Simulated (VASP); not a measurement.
A run of VASP 6.6.1 is set up as follows.

File INCAR:

```
PREC = Accurate ; ENCUT = 500
EDIFF = 1E-6 ; ISMEAR = 0
SIGMA = 0.15 ; LREAL = False
LASPH = True ; NELM = 120
ALGO = Normal ; ISIF = 2
LWAVE = False ; LCHARG = False
GGA = PS ; NBANDS = 18
GGA_COMPAT = False
```

The input KPOINTS:

```
regular mesh
0
Gamma
  16 16 16
```

POSCAR

```
BiTe
1.0
    0.0000000000      3.1971538277      3.1971538277
    3.1971538277      0.0000000000      3.1971538277
    3.1971538277      3.1971538277      0.0000000000
Bi Te
1 1
Direct
    0.0000000000      0.0000000000      0.0000000000
    0.5000000000      0.5000000000      0.5000000000
```

Potentials or basis: VASP PAW PBE potentials, release 64 (Bi_d, Te).

The run is started by

```console
$ cat potpaw_PBE.64/Bi_d/POTCAR potpaw_PBE.64/Te/POTCAR > POTCAR
$ mpirun -np 1 vasp_std > vasp.out
```

(1) What does it give for the pressure?

(2) Estimate the band gap on the k mesh.

## Answers

(1) 0.0 GPa.

(2) zero (an odd number of electrons rules out a gap without spin polarisation).

Caveat: the PAW data sets were made with another functional, which shifts forces and pressure a little; spin-orbit coupling is left out, which moves the levels of the heavy elements; an odd number of electrons without spin polarisation forces a metal; a magnetic or distorted state may lie lower.
